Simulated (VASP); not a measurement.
# Fe3Co (P4/mmm) in VASP: a series of runs

Runs on Fe3Co. Level: LDA. Tasks: single point.

Everything below comes from runs of VASP 6.6.1. Logs are shortened: lines on timing, memory, paths and dates and some standing lists are left out, and cuts for length are marked.

### Step 1. The cell of the first run

Symmetry: P4/mmm, No. 123, tetragonal system. Conventional cell: a = 3.782 Å, b = 3.782 Å, c = 2.848 Å, α = 90.00°, β = 90.00°, γ = 90.00°. Within 3.1 Å of Fe (site symmetry 4/mmm) lie 10 Fe at 2.37 to 2.85 Å and 4 Co at 2.67 Å. Within 3.1 Å of Fe (site symmetry mmm) lie 10 Fe at 2.37 to 2.85 Å and 4 Co at 2.37 Å. Within 3.1 Å of Co (site symmetry 4/mmm) lie 12 Fe at 2.37 to 2.67 Å and 2 Co at 2.85 Å.

### Step 2. Single point, LDA, collinear spin, ferromagnetic start

Input file INCAR:

```
ALGO = Normal ; EDIFF = 1E-6
ENCUT = 520 ; ISIF = 2
ISMEAR = 0 ; ISPIN = 2
LASPH = T ; LCHARG = F
LMAXMIX = 4 ; LORBIT = 11
LREAL = F ; LWAVE = F
MAGMOM = 2.34 2.66 2.66 1.9 ; NBANDS = 28
NELM = 150 ; PREC = Accurate
SIGMA = 0.15
```

Input file KPOINTS:

```
k-points
0
Gamma
  10 10 14
```

Input file POSCAR:

```
Fe3Co
1.0
    3.7824000000      0.0000000000      0.0000000000
    0.0000000000      3.7824000000      0.0000000000
    0.0000000000      0.0000000000      2.8479000000
Fe Co
3 1
Direct
    0.5000000000      0.5000000000      0.0000000000
    0.5000000000      0.0000000000      0.5000000000
    0.0000000000      0.5000000000      0.5000000000
    0.0000000000      0.0000000000      0.0000000000
```

Potentials or basis: VASP PAW LDA potentials, release 64 (Fe, Co).

On the command line:

```
$ cat potpaw_LDA.64/Fe/POTCAR potpaw_LDA.64/Co/POTCAR > POTCAR
$ mpirun -np 1 vasp_std > vasp.out
```

OUTCAR:

```text
EDIFF = 1E-6
   ENCUT = 520
   ISIF = 2
   ISMEAR = 0
   ISPIN = 2
   LASPH = T
   LORBIT = 11
   LREAL = F
   NELM = 150
   PREC = Accurate

 ion  position               nearest neighbor table
   1  0.500  0.500  0.000-   2 2.37   3 2.37   2 2.37   3 2.37   2 2.37   2 2.37   3 2.37   3 2.37
                             4 2.67   4 2.67   4 2.67   4 2.67
   2  0.500  0.000  0.500-   1 2.37   4 2.37   1 2.37   4 2.37   1 2.37   1 2.37   4 2.37   4 2.37
                             3 2.67   3 2.67   3 2.67   3 2.67
   3  0.000  0.500  0.500-   1 2.37   4 2.37   1 2.37   4 2.37   4 2.37   4 2.37   1 2.37   1 2.37
                             2 2.67   2 2.67   2 2.67   2 2.67
   4  0.000  0.000  0.000-   2 2.37   3 2.37   2 2.37   3 2.37   3 2.37   3 2.37   2 2.37   2 2.37
                             1 2.67   1 2.67   1 2.67   1 2.67

  LATTYP: Found a simple tetragonal cell.
 ALAT       =     3.7824000000
 C/A-ratio  =     0.7529346447

  Lattice vectors:

 A1 = (   3.7824000000,   0.0000000000,   0.0000000000)
 A2 = (   0.0000000000,   3.7824000000,   0.0000000000)
 A3 = (   0.0000000000,   0.0000000000,   2.8479000000)

Analysis of symmetry for initial positions (statically):
=====================================================================
 Subroutine PRICEL returns:
 Original cell was already a primitive cell.

 Routine SETGRP: Setting up the symmetry group for a
 simple tetragonal supercell.

 Subroutine GETGRP returns: Found 16 space group operations
 (whereof 16 operations were pure point group operations)
 out of a pool of 16 trial point group operations.

The static configuration has the point symmetry D_4h.

Analysis of symmetry for dynamics (positions and initial velocities):
=====================================================================
 Subroutine PRICEL returns:
 Original cell was already a primitive cell.

 Routine SETGRP: Setting up the symmetry group for a
 simple tetragonal supercell.

 Subroutine GETGRP returns: Found 16 space group operations
 (whereof 16 operations were pure point group operations)
 out of a pool of 16 trial point group operations.

The dynamic configuration has the point symmetry D_4h.

Analysis of structural, dynamic, and magnetic symmetry:
=====================================================================
 Subroutine PRICEL returns:
 Original cell was already a primitive cell.

 Routine SETGRP: Setting up the symmetry group for a
 simple tetragonal supercell.

 Subroutine GETGRP returns: Found 16 space group operations
 (whereof 16 operations were pure point group operations)
 out of a pool of 16 trial point group operations.

The overall configuration has the point symmetry D_4h.

 Subroutine INISYM returns: Found 16 space group operations
 (whereof 16 operations are pure point group operations),
 and found     1 'primitive' translations

----------------------------------------------------------------------------------------

                                     Primitive cell

  volume of cell :      40.7436

  direct lattice vectors                    reciprocal lattice vectors
     3.782400000  0.000000000  0.000000000     0.264382403  0.000000000  0.000000000
     0.000000000  3.782400000  0.000000000     0.000000000  0.264382403  0.000000000
     0.000000000  0.000000000  2.847900000     0.000000000  0.000000000  0.351135925

  length of vectors
     3.782400000  3.782400000  2.847900000     0.264382403  0.264382403  0.351135925

  position of ions in fractional coordinates (direct lattice)
     0.500000000  0.500000000  0.000000000
     0.500000000  0.000000000  0.500000000
     0.000000000  0.500000000  0.500000000
     0.000000000  0.000000000  0.000000000

  ion indices of the primitive-cell ions
   primitive index   ion index
                 1           1
                 2           2
                 3           3
                 4           4

----------------------------------------------------------------------------------------

 KPOINTS: k-points

Automatic generation of k-mesh.
 Grid dimensions read from file:
 generate k-points for:   10   10   14

 Generating k-lattice:

  Cartesian coordinates                     Fractional coordinates (reciprocal lattice)
     0.026438240  0.000000000  0.000000000     0.100000000  0.000000000  0.000000000
     0.000000000  0.026438240  0.000000000     0.000000000  0.100000000  0.000000000
     0.000000000  0.000000000  0.025081137     0.000000000  0.000000000  0.071428571

  Length of vectors
     0.026438240  0.026438240  0.025081137

  Shift w.r.t. Gamma in fractional coordinates (k-lattice)
     0.000000000  0.000000000  0.000000000

 Subroutine IBZKPT returns following result:
 ===========================================

 Found    168 irreducible k-points:

 Following reciprocal coordinates:
            Coordinates               Weight
  0.000000  0.000000  0.000000      1.000000
  0.100000  0.000000  0.000000      4.000000
  0.200000  0.000000  0.000000      4.000000
  0.300000  0.000000  0.000000      4.000000
  0.400000  0.000000  0.000000      4.000000
  0.500000  0.000000  0.000000      2.000000
[... 16 lines left out ...]
  0.100000  0.000000  0.071429      8.000000
  0.200000  0.000000  0.071429      8.000000
 [... further k-points ...]
   k-points           NKPTS =    168   k-points in BZ     NKDIM =    168   number of bands    NBANDS=     28
   number of dos      NEDOS =    301   number of ions     NIONS =      4
   total plane-waves  NPLWV =  18816
   dimension x,y,z NGX =    28 NGY =   28 NGZ =   24
   dimension x,y,z NGXF=    56 NGYF=   56 NGZF=   48
   ions per type =               3   1
   NGX,Y,Z   is equivalent  to a cutoff of  12.31, 12.31, 14.01 a.u.
   NGXF,Y,Z  is equivalent  to a cutoff of  24.61, 24.61, 28.02 a.u.
 SYSTEM =  unknown system
   PREC   = accura    normal or accurate (medium, high low for compatibility)
   ISTART =      0    job   : 0-new  1-cont  2-samecut
   ICHARG =      2    charge: 1-file 2-atom 10-const
   ISPIN  =      2    spin polarized calculation?
   LNONCOLLINEAR =      F non collinear calculations
   LSORBIT =      F    spin-orbit coupling
   LASPH  =      T    aspherical Exc in radial PAW
   ENCUT  =  520.0 eV  38.22 Ry    6.18 a.u.   7.03  7.03  5.30*2*pi/ulx,y,z
   NELM   =    150;   NELMIN=  2; NELMDL= -5     # of ELM steps
   EDIFF  = 0.1E-05   stopping-criterion for ELM
   LREAL  =      F    real-space projection
   EDIFFG = 0.1E-04   stopping-criterion for IOM
   NSW    =      0    number of steps for IOM
   IBRION =     -1    ionic relax: 0-MD 1-quasi-New 2-CG
   NFREE  =      0    steps in history (QN), initial steepest desc. (CG)
   ISIF   =      2    stress and relaxation
   ISYM   =      2    0-nonsym 1-usesym 2-fastsym
   POTIM  = 0.5000    time-step for ionic-motion
   TEBEG  =    0.0;   TEEND  =   0.0 temperature during run
   PSTRESS=    0.0 pullay stress
   NELECT =      33.0000    total number of electrons
   NUPDOWN=      -1.0000    fix difference up-down
   EMIN   =  10.00;   EMAX   =-10.00  energy-range for DOS
   EFERMI =   0.00;   METHOD = LEGACY
   ISMEAR =     0;   SIGMA  =   0.15  broadening in eV -4-tet -1-fermi 0-gaus
   EFERMI_NEDOS =   21; number of points for ismear=-14 and -15
   IALGO  =     38    algorithm
   IMIX   =      4    mixing-type and parameters
     AMIX     =   0.40;   BMIX     =  1.00
     AMIX_MAG =   1.60;   BMIX_MAG =  1.00
  volume/ion in A,a.u.               =      10.19        68.74
  Fermi-wavevector in a.u.,A,eV,Ry     =   1.526018  2.883755 31.684299  2.328730
  Thomas-Fermi vector in A             =   2.634109
   LORBIT       =     11    0 simple, 1 ext, 2 COOP (PROOUT), +10 PAW based schemes
   GGA     = CA    functional components
   LHFCALC =     F    Hartree Fock is set to
   AEXX    =    0.0000 exact exchange contribution
   IVDW    =     0    specifies the selected vdW correction
   LEPSILON=     F    determine dielectric tensor
   LRPA    =     F    only Hartree local field effects (RPA)
 spin polarized calculation
 Gauss-broadening in eV      SIGMA  =   0.15
  energy-cutoff  :      520.00
  volume of cell :       40.74
 maximum number of plane-waves:      1120
   NGX = 15   NGY = 15   NGZ = 11

 number of electron      32.9999996 magnetization       8.0771813

 Free energy of the ion-electron system (eV)
  ---------------------------------------------------
  ext. energy  EPLUGINS =         0.00000000
  ---------------------------------------------------
  free energy    TOTEN  =       -35.64580619 eV

  energy without entropy =      -35.59229882  energy(sigma->0) =      -35.61905250

 E-fermi :   8.0702     XC(G=0): -14.0548

 val. band max:        8.0664239156   @ k =   0.5000   0.2000   0.0714
 cond. band min:       8.0724059107   @ k =   0.5000   0.5000   0.5000
 fundamental gap:      0.0059819951
 Fermi energy:         8.0701626574

 spin component 1

 k-point     1 :       0.0000    0.0000    0.0000
  band No.  band energies     occupation
      1      -1.3387      1.00000
      2       2.2480      1.00000
      3       2.3746      1.00000
      4       2.3753      1.00000
      5       2.5414      1.00000
      6       3.7183      1.00000
[... 733 lines left out ...]
     27      18.7170      0.00000
     28      18.7940      0.00000

 [... further k-points ...]

 spin component 2

 k-point     1 :       0.0000    0.0000    0.0000
  band No.  band energies     occupation
      1      -0.9576      1.00000
      2       3.4756      1.00000
      3       3.5158      1.00000
      4       3.8293      1.00000
      5       3.9978      1.00000
      6       5.1648      1.00000
[... 733 lines left out ...]
     27      19.3756      0.00000
     28      19.8476      0.00000

 [... further k-points ...]

------------------------ aborting loop because EDIFF is reached ----------------------------------------

  FORCE on cell =-STRESS in cart. coord.  units (eV):
  Direction    XX          YY          ZZ          XY          YZ          ZX
  --------------------------------------------------------------------------------------
  -------------------------------------------------------------------------------------
  Total        2.4768336      2.4768336      0.4211848      0.0000000      0.0000000      0.0000000
  in kB       97.3974893     97.3974893     16.5624122      0.0000000      0.0000000      0.0000000
  external PRESSURE =      70.4524636 kB  Pullay stress =       0.0000000 kB

 VOLUME and BASIS-vectors are now :
 -----------------------------------------------------------------------------
  energy-cutoff  :      520.00
  volume of cell :       40.74
      direct lattice vectors                 reciprocal lattice vectors
     3.782400000  0.000000000  0.000000000     0.264382403  0.000000000  0.000000000
     0.000000000  3.782400000  0.000000000     0.000000000  0.264382403  0.000000000
     0.000000000  0.000000000  2.847900000     0.000000000  0.000000000  0.351135925

 POSITION                                       TOTAL-FORCE (eV/Angst)
 -----------------------------------------------------------------------------------
      1.89120      1.89120      0.00000         0.000000      0.000000      0.000000
      1.89120      0.00000      1.42395         0.000000      0.000000      0.000000
      0.00000      1.89120      1.42395         0.000000      0.000000      0.000000
      0.00000      0.00000      0.00000         0.000000      0.000000      0.000000
 -----------------------------------------------------------------------------------
    total drift:                                0.000000      0.000000      0.000000

  FREE ENERGIE OF THE ION-ELECTRON SYSTEM (eV)
  ---------------------------------------------------
  free  energy   TOTEN  =       -35.6458061902 eV

  energy  without entropy=      -35.5922988150  energy(sigma->0) =      -35.61905250

 total charge

# of ion       s       p       d       tot
------------------------------------------
    1        0.534   0.619   6.379   7.533
    2        0.531   0.629   6.326   7.486
    3        0.531   0.629   6.326   7.486
    4        0.537   0.621   7.330   8.487
--------------------------------------------------
tot          2.132   2.499  26.361  30.992

 magnetization (x)

# of ion       s       p       d       tot
------------------------------------------
    1       -0.006  -0.029   1.970   1.935
    2       -0.006  -0.030   2.260   2.224
    3       -0.006  -0.030   2.260   2.224
    4       -0.013  -0.034   1.616   1.569
--------------------------------------------------
tot         -0.031  -0.123   8.107   7.952
```

Wall time 7 min (1 thread of Intel Xeon Platinum 8259CL at 2.50GHz (Skylake/Cascade Lake), shared host); peak memory 0.37 GiB.

Results:

```yaml
Free_energy: -35.6458 eV
Pressure: 7.0 GPa
Net_moment: 8.08 μB per cell
Site_moments: Fe +1.94, +2.22 (each value once); Co +1.57 μB
Valence_electrons_inside_the_program's_atomic_spheres: Fe 7.53, 7.49 (each value once); Co 8.49
```

Levels at points of the mesh, in eV from the Fermi level:
Spin up:
```csv
k point,band 19,band 20,band 21,band 22,band 23,band 24
"(0.00, 0.00, 0.00)",-0.02,0.54,0.54,0.57,0.57,8.39
"(0.50, 0.00, 0.00)",-1.00,-0.97,-0.02,0.50,5.89,5.95
"(0.50, 0.50, 0.00)",-1.38,-1.37,0.33,0.49,0.60,0.60
"(0.00, 0.00, 0.50)",-0.83,-0.70,-0.22,-0.18,8.93,8.93
"(0.50, 0.00, 0.50)",-0.99,-0.80,2.09,2.17,2.45,2.51
"(0.50, 0.50, 0.50)",0.00,0.09,0.12,0.31,0.31,0.56
```
Spin down:
| k point | band 9 | band 10 | band 11 | band 12 | band 13 | band 14 | band 15 | band 16 |
| --- | --- | --- | --- | --- | --- | --- | --- | --- |
| (0.00, 0.00, 0.00) | -1.24 | -0.80 | 0.44 | 0.77 | 0.96 | 0.96 | 1.25 | 1.33 |
| (0.50, 0.00, 0.00) | -1.49 | -1.30 | -1.07 | -0.80 | 0.09 | 0.21 | 0.46 | 0.61 |
| (0.50, 0.50, 0.00) | -1.25 | -1.25 | -1.12 | -0.75 | -0.73 | -0.31 | -0.31 | -0.30 |
| (0.00, 0.00, 0.50) | -2.04 | -1.71 | -0.63 | -0.63 | -0.25 | -0.25 | 0.29 | 0.52 |
| (0.50, 0.00, 0.50) | -2.22 | -1.86 | -1.85 | -1.77 | 0.27 | 0.37 | 0.60 | 0.96 |
| (0.50, 0.50, 0.50) | 0.04 | 0.22 | 0.36 | 0.37 | 0.37 | 0.54 | 0.66 | 0.66 |

Caveat: the stress differs along the axes, from 2 to 10 GPa.

(Continued in part 2 of 2.)
